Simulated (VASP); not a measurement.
A run of VASP 6.6.1 is set up as follows.

POSCAR

```
ScSi2
1.0
    3.7551071800      0.0000000000      0.0000000000
   -1.8775535900      3.2520182118      0.0000000000
    0.0000000000      0.0000000000      3.9705641500
Sc Si
1 2
Direct
    0.0000000000      0.0000000000      0.0000000000
    0.6666666667      0.3333333333      0.5000000000
    0.3333333333      0.6666666667      0.5000000000
```

Contents of INCAR.step1:

```
SYSTEM = ScSi2
ALGO = Normal
EDIFF = 1E-5
ENCUT = 550
GGA = PE
GGA_COMPAT = .FALSE.
ISMEAR = -1
LASPH = .TRUE.
LCHARG = .FALSE.
LREAL = .FALSE.
LWAVE = .TRUE.
NBANDS = 16
NELM = 120
PREC = Accurate
SIGMA = 0.15
```

File INCAR.step2:

```
SYSTEM = ScSi2
ALGO = Normal
EDIFF = 1E-6
ENCUT = 550
GGA_COMPAT = .FALSE.
ISIF = 2
ISMEAR = -1
ISTART = 1
LASPH = .TRUE.
LCHARG = .FALSE.
LMIXTAU = .TRUE.
LREAL = .FALSE.
LWAVE = .FALSE.
METAGGA = R2SCAN
NBANDS = 16
NELM = 120
PREC = Accurate
SIGMA = 0.15
```

KPOINTS

```
k-points
0
G
  8 8 7
  0 0 0
```

Potentials or basis: VASP PAW PBE potentials, release 64 (Sc_sv, Si).

Command:

```bash
$ cat potpaw_PBE.64/Sc_sv/POTCAR potpaw_PBE.64/Si/POTCAR > POTCAR
$ cp INCAR.step1 INCAR
$ mpirun -np 1 vasp_std > vasp.out
$ cp INCAR.step2 INCAR
$ mpirun -np 1 vasp_std > vasp.out
```

(1) What does it give for the band gap on the k mesh?

(2) Estimate the pressure.

Results:

(1) zero (an odd number of electrons rules out a gap without spin polarisation).

(2) 11.3 GPa.

Caveat: the cell stands under pressure; the PAW data sets were made with another functional, which shifts forces and pressure a little.
